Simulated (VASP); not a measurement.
A run of VASP 6.6.1:

File POSCAR:

```
Al
1.0
    2.6676820717      0.0000000000      0.0000000000
   -1.3338410358      2.3102804434      0.0000000000
    0.0000000000      0.0000000000      4.4546265899
Al
2
Direct
    0.6666666667      0.3333333333      0.7500000000
    0.3333333333      0.6666666667      0.2500000000
```

Contents of INCAR.step1:

```
SYSTEM = Al
ALGO = Normal
EDIFF = 1E-4
ENCUT = 520
GGA = PE
ISMEAR = 0
LASPH = .TRUE.
LCHARG = .FALSE.
LREAL = .FALSE.
LWAVE = .TRUE.
NBANDS = 10
NELM = 100
PREC = Accurate
SIGMA = 0.15
```

The input INCAR.step2:

```
SYSTEM = Al
ALGO = Normal
EDIFF = 1E-6
ENCUT = 520
ISIF = 2
ISMEAR = 0
ISTART = 1
LASPH = .TRUE.
LCHARG = .FALSE.
LMIXTAU = .TRUE.
LREAL = .FALSE.
LWAVE = .FALSE.
METAGGA = R2SCAN
NBANDS = 10
NELM = 100
PREC = Accurate
SIGMA = 0.15
```

File KPOINTS:

```
k-points
0
G
  24 24 14
  0 0 0
```

Potentials or basis: VASP PAW PBE potentials, release 64 (Al).

Run with:

```sh
$ cat potpaw_PBE.64/Al/POTCAR > POTCAR
$ cp INCAR.step1 INCAR
$ mpirun -np 1 vasp_std > vasp.out
$ cp INCAR.step2 INCAR
$ mpirun -np 1 vasp_std > vasp.out
```

Hardware: 1 thread of Intel(R) Xeon(R) Platinum 8259CL CPU @ 2.50GHz (Skylake/Cascade Lake), on a shared host.

How long does it take, and how much memory?

Run time: 4.1 min on 1 thread of Intel(R) Xeon(R) Platinum 8259CL CPU @ 2.50GHz (Skylake/Cascade Lake), on a shared host, peak memory 0.22 GiB. Counts: k points 488.
